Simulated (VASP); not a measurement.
Cu, 2 atoms in the cell. It takes space group Cmcm (No. 63, orthorhombic). The conventional cell has a = 2.534 Å, b = 4.543 Å, c = 4.113 Å, α = 90.00°, β = 90.00°, γ = 90.00°. Cu (site symmetry m2m) has 12 Cu at 2.53 to 2.60 Å within 3.3 Å.  This cell differs from its parent crystal: strain +0.0350 x Voigt [0, 1, 0, 0, 0, 0].

- Program: VASP 6.6.1
- Task: single point
- Functional: PBEsol
- Potentials or basis: VASP PAW PBE potentials, release 64 (Cu)
- Cutoff: 520 eV
- k mesh: 24 × 24 × 12
- Occupations: gaussian, width 0.15 eV
- Spin: no spin polarisation
- Dipole correction: no
- Further INCAR settings: ALGO = Fast; EDIFF = 1e-06; NBANDS = 18

Potentials or basis: VASP PAW PBE potentials, release 64 (Cu).

Run with:

```bash
$ cat potpaw_PBE.64/Cu/POTCAR > POTCAR
$ mpirun -np 1 vasp_std > vasp.out
```

Hardware: 1 thread of Intel(R) Xeon(R) Platinum 8259CL CPU @ 2.50GHz (Skylake/Cascade Lake), with other jobs on the host.

Q: Estimate the wall time of this run.

A: It took 5.5 min on 1 thread of Intel(R) Xeon(R) Platinum 8259CL CPU @ 2.50GHz (Skylake/Cascade Lake), on a shared host, peak memory 0.46 GiB. Counts: scf iterations 14, k points 1099.
